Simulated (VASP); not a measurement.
# AlNi (Pm-3m) in VASP: notebook, part 2 of 2

VASP 6.6.1. Earlier steps stand in the parts before.

**3. Relaxation of cell and atoms, LDA**

This run uses another cell than the first one, of 11.96 Å³/atom, 1.052 times its volume.

File INCAR:

```
SYSTEM = AlNi
  PREC = Accurate
  ENCUT = 600
  EDIFF = 1E-7
  ISMEAR = 1
  SIGMA = 0.1
  LREAL = .False.
  LASPH = .True.
  NELM = 60
  ALGO = Fast
  ISIF = 3
  LWAVE = .False.
  LCHARG = .False.
  IBRION = 2
  NSW = 80
  EDIFFG = -0.01
```

File KPOINTS:

```
regular mesh
0
Gamma
  16 16 16
  0 0 0
```

File POSCAR:

```
AlNi
1.0
    2.8810000000      0.0000000000      0.0000000000
    0.0000000000      2.8810000000      0.0000000000
    0.0000000000      0.0000000000      2.8810000000
Al Ni
1 1
Direct
    0.0000000000      0.0000000000      0.0000000000
    0.5000000000      0.5000000000      0.5000000000
```

Potentials or basis: VASP PAW LDA potentials, release 64 (Al, Ni).

Command:

```bash
cat potpaw_LDA.64/Al/POTCAR potpaw_LDA.64/Ni/POTCAR > POTCAR
mpirun -np 1 vasp_std > vasp.out
```

OUTCAR:

```text
SYSTEM = AlNi
   PREC = Accurate
   ENCUT = 600
   EDIFF = 1E-7
   ISMEAR = 1
   LREAL = .False.
   LASPH = .True.
   NELM = 60
   ISIF = 3
   IBRION = 2
   NSW = 80
   EDIFFG = -0.01

 ion  position               nearest neighbor table
   1  0.000  0.000  0.000-   2 2.50   2 2.50   2 2.50   2 2.50   2 2.50   2 2.50   2 2.50   2 2.50

   2  0.500  0.500  0.500-   1 2.50   1 2.50   1 2.50   1 2.50   1 2.50   1 2.50   1 2.50   1 2.50

  LATTYP: Found a simple cubic cell.
 ALAT       =     2.8810000000

  Lattice vectors:

 A1 = (   2.8810000000,   0.0000000000,   0.0000000000)
 A2 = (   0.0000000000,   2.8810000000,   0.0000000000)
 A3 = (   0.0000000000,   0.0000000000,   2.8810000000)

Analysis of symmetry for initial positions (statically):
=====================================================================
 Subroutine PRICEL returns:
 Original cell was already a primitive cell.

 Routine SETGRP: Setting up the symmetry group for a
 simple cubic supercell.

 Subroutine GETGRP returns: Found 48 space group operations
 (whereof 48 operations were pure point group operations)
 out of a pool of 48 trial point group operations.

The static configuration has the point symmetry O_h .

Analysis of symmetry for dynamics (positions and initial velocities):
=====================================================================
 Subroutine PRICEL returns:
 Original cell was already a primitive cell.

 Routine SETGRP: Setting up the symmetry group for a
 simple cubic supercell.

 Subroutine GETGRP returns: Found 48 space group operations
 (whereof 48 operations were pure point group operations)
 out of a pool of 48 trial point group operations.

The dynamic configuration has the point symmetry O_h .

 Subroutine INISYM returns: Found 48 space group operations
 (whereof 48 operations are pure point group operations),
 and found     1 'primitive' translations

----------------------------------------------------------------------------------------

                                     Primitive cell

  volume of cell :      23.9128

  direct lattice vectors                    reciprocal lattice vectors
     2.881000000  0.000000000  0.000000000     0.347101701  0.000000000  0.000000000
     0.000000000  2.881000000  0.000000000     0.000000000  0.347101701  0.000000000
     0.000000000  0.000000000  2.881000000     0.000000000  0.000000000  0.347101701

  length of vectors
     2.881000000  2.881000000  2.881000000     0.347101701  0.347101701  0.347101701

  position of ions in fractional coordinates (direct lattice)
     0.000000000  0.000000000  0.000000000
     0.500000000  0.500000000  0.500000000

  ion indices of the primitive-cell ions
   primitive index   ion index
                 1           1
                 2           2

----------------------------------------------------------------------------------------

 KPOINTS: regular mesh

Automatic generation of k-mesh.
 Grid dimensions read from file:
 generate k-points for:   16   16   16

 Generating k-lattice:

  Cartesian coordinates                     Fractional coordinates (reciprocal lattice)
     0.021693856  0.000000000  0.000000000     0.062500000  0.000000000  0.000000000
     0.000000000  0.021693856  0.000000000     0.000000000  0.062500000  0.000000000
     0.000000000  0.000000000  0.021693856     0.000000000  0.000000000  0.062500000

  Length of vectors
     0.021693856  0.021693856  0.021693856

  Shift w.r.t. Gamma in fractional coordinates (k-lattice)
     0.000000000  0.000000000  0.000000000

 Subroutine IBZKPT returns following result:
 ===========================================

 Found    165 irreducible k-points:

 Following reciprocal coordinates:
            Coordinates               Weight
  0.000000  0.000000  0.000000      1.000000
  0.062500  0.000000  0.000000      6.000000
  0.125000  0.000000  0.000000      6.000000
  0.187500  0.000000  0.000000      6.000000
  0.250000  0.000000  0.000000      6.000000
  0.312500  0.000000  0.000000      6.000000
[... 16 lines left out ...]
  0.437500  0.125000  0.000000     24.000000
  0.500000  0.125000  0.000000     12.000000
 [... further k-points ...]
   k-points           NKPTS =    165   k-points in BZ     NKDIM =    165   number of bands    NBANDS=     10
   number of dos      NEDOS =    301   number of ions     NIONS =      2
   total plane-waves  NPLWV =  13824
   dimension x,y,z NGX =    24 NGY =   24 NGZ =   24
   dimension x,y,z NGXF=    48 NGYF=   48 NGZF=   48
   ions per type =               1   1
   NGX,Y,Z   is equivalent  to a cutoff of  13.85, 13.85, 13.85 a.u.
   NGXF,Y,Z  is equivalent  to a cutoff of  27.70, 27.70, 27.70 a.u.
 SYSTEM =  AlNi
   PREC   = accura    normal or accurate (medium, high low for compatibility)
   ISTART =      0    job   : 0-new  1-cont  2-samecut
   ICHARG =      2    charge: 1-file 2-atom 10-const
   ISPIN  =      1    spin polarized calculation?
   LNONCOLLINEAR =      F non collinear calculations
   LSORBIT =      F    spin-orbit coupling
   LASPH  =      T    aspherical Exc in radial PAW
   ENCUT  =  600.0 eV  44.10 Ry    6.64 a.u.   5.75  5.75  5.75*2*pi/ulx,y,z
   NELM   =     60;   NELMIN=  2; NELMDL= -5     # of ELM steps
   EDIFF  = 0.1E-06   stopping-criterion for ELM
   LREAL  =      F    real-space projection
   EDIFFG = -.1E-01   stopping-criterion for IOM
   NSW    =     80    number of steps for IOM
   IBRION =      2    ionic relax: 0-MD 1-quasi-New 2-CG
   NFREE  =      1    steps in history (QN), initial steepest desc. (CG)
   ISIF   =      3    stress and relaxation
   ISYM   =      2    0-nonsym 1-usesym 2-fastsym
   POTIM  = 0.5000    time-step for ionic-motion
   TEBEG  =    0.0;   TEEND  =   0.0 temperature during run
   PSTRESS=    0.0 pullay stress
   NELECT =      13.0000    total number of electrons
   NUPDOWN=      -1.0000    fix difference up-down
   EMIN   =  10.00;   EMAX   =-10.00  energy-range for DOS
   EFERMI =   0.00;   METHOD = LEGACY
   ISMEAR =     1;   SIGMA  =   0.10  broadening in eV -4-tet -1-fermi 0-gaus
   EFERMI_NEDOS =   21; number of points for ismear=-14 and -15
   IALGO  =     68    algorithm
   IMIX   =      4    mixing-type and parameters
     AMIX     =   0.40;   BMIX     =  1.00
     AMIX_MAG =   1.60;   BMIX_MAG =  1.00
  volume/ion in A,a.u.               =      11.96        80.69
  Fermi-wavevector in a.u.,A,eV,Ry     =   1.336122  2.524904 24.289410  1.785221
  Thomas-Fermi vector in A             =   2.464773
   LORBIT       =      0    0 simple, 1 ext, 2 COOP (PROOUT), +10 PAW based schemes
   GGA     = CA    functional components
   LHFCALC =     F    Hartree Fock is set to
   AEXX    =    0.0000 exact exchange contribution
   IVDW    =     0    specifies the selected vdW correction
   LEPSILON=     F    determine dielectric tensor
   LRPA    =     F    only Hartree local field effects (RPA)
 conjugate gradient relaxation of ions
 non-spin polarized calculation
 RMM-DIIS sequential band-by-band and
 Methfessel and Paxton  Order N= 1 SIGMA  =   0.10
  energy-cutoff  :      600.00
  volume of cell :       23.91
 maximum number of plane-waves:       840
 NGX is ok and might be reduce to    24
   NGX = 11   NGY = 11   NGZ = 11

--------------------------------------- Ionic step        1  -------------------------------------------

 number of electron      13.0000015 magnetization

 Free energy of the ion-electron system (eV)
  ---------------------------------------------------
  ext. energy  EPLUGINS =         0.00000000
  ---------------------------------------------------
  free energy    TOTEN  =       -12.16630372 eV

  energy without entropy =      -12.16591128  energy(sigma->0) =      -12.16617291

 E-fermi :   9.7609     XC(G=0): -12.3002

 val. band max:        9.7214435070   @ k =   0.3750   0.2500   0.1250
 cond. band min:       9.7617268752   @ k =   0.3750   0.3125   0.1250
 fundamental gap:      0.0402833682
 Fermi energy:         9.7609122428

 k-point     1 :       0.0000    0.0000    0.0000
  band No.  band energies     occupation
      1      -1.3336      2.00000
      2       6.5107      2.00000
      3       6.5107      2.00000
      4       8.1914      2.00000
      5       8.1914      2.00000
      6       8.1914      2.00000
      7      15.2179      0.00000
      8      15.2179      0.00000
      9      15.2179      0.00000
     10      17.9749      0.00000
[... 404 lines left out ...]
  energy  without entropy=      -12.1970533229  energy(sigma->0) =      -12.19734524

--------------------------------------- Ionic step        4  -------------------------------------------

 number of electron      12.9999995 magnetization

 Free energy of the ion-electron system (eV)
  ---------------------------------------------------
  ext. energy  EPLUGINS =         0.00000000
  ---------------------------------------------------
  free energy    TOTEN  =       -12.19750818 eV

  energy without entropy =      -12.19706969  energy(sigma->0) =      -12.19736202

 E-fermi :  10.4251     XC(G=0): -12.5431

 val. band max:       10.4239197760   @ k =   0.4375   0.4375   0.2500
 cond. band min:      10.4298262652   @ k =   0.5000   0.4375   0.3125
 fundamental gap:      0.0059064892
 Fermi energy:        10.4251461548

 k-point     1 :       0.0000    0.0000    0.0000
  band No.  band energies     occupation
      1      -1.0296      2.00000
      2       6.9315      2.00000
      3       6.9315      2.00000
      4       8.7530      2.00000
      5       8.7530      2.00000
      6       8.7530      2.00000
      7      16.0999      0.00000
      8      16.0999      0.00000
      9      16.0999      0.00000
     10      18.8021      0.00000
[... 328 lines left out ...]
  FREE ENERGIE OF THE ION-ELECTRON SYSTEM (eV)
  ---------------------------------------------------
  free  energy   TOTEN  =       -12.1975081830 eV

  energy  without entropy=      -12.1970696894  energy(sigma->0) =      -12.19736202

 reached required accuracy - stopping structural energy minimisation
```

Run time: 3.6 min. Hardware: 1 thread of AMD EPYC 7R43 (Zen 3), shared host; peak memory 0.14 GiB.

What came out:

* Free energy: -12.1975 eV
* Relaxed volume: 11.38 Å³/atom
* Relaxed cell: a = 2.834 Å, b = 2.834 Å, c = 2.834 Å, α = 90.00°, β = 90.00°, γ = 90.00°
* Space group after relaxing (to 0.05 Å): Pm-3m (No. 221)
* Energy gained by relaxing: 15.6 meV/atom
* Ionic steps: 4
* Pressure after relaxing: 0.0 GPa

Step by step:
```csv
step,energy change (eV),largest force (eV/Å),pressure (GPa),volume (Å³)
1,0.0000,0.0000,-8.80,23.91
2,-0.0010,0.0000,9.69,21.71
3,-0.0312,0.0000,-0.21,22.78
4,-0.0312,0.0000,-0.01,22.76
```

Final structure:
```cif
data_structure
_symmetry_space_group_name_H-M 'P 1'
_symmetry_Int_Tables_number 1
_cell_length_a 2.8339
_cell_length_b 2.8339
_cell_length_c 2.8339
_cell_angle_alpha 90.000
_cell_angle_beta 90.000
_cell_angle_gamma 90.000
_cell_volume 22.76
loop_
_atom_site_label
_atom_site_type_symbol
_atom_site_fract_x
_atom_site_fract_y
_atom_site_fract_z
_atom_site_occupancy
Al1 Al 0.00000 0.00000 0.00000 1
Ni1 Ni 0.50000 0.50000 0.50000 1
```

Levels at points of the mesh, in eV from the Fermi level:
| k point | band 4 | band 5 | band 6 | band 7 | band 8 | band 9 | band 10 |
| --- | --- | --- | --- | --- | --- | --- | --- |
| (0.00, 0.00, 0.00) | -1.67 | -1.67 | -1.67 | 5.67 | 5.67 | 5.67 | 8.38 |
| (0.50, 0.00, 0.00) | -2.42 | -2.42 | -1.58 | -0.70 | 8.42 | 10.22 | 10.22 |
| (0.50, 0.50, 0.00) | -2.97 | -2.25 | -2.25 | -1.10 | 1.55 | 2.71 | 12.68 |
| (0.50, 0.50, 0.50) | -1.07 | -1.07 | 1.98 | 1.98 | 1.98 | 4.04 | 4.71 |

Spin polarisation is off, so any magnetic state and its effect on volume and gap are missing. Zero-point motion and thermal expansion aren't in these numbers.
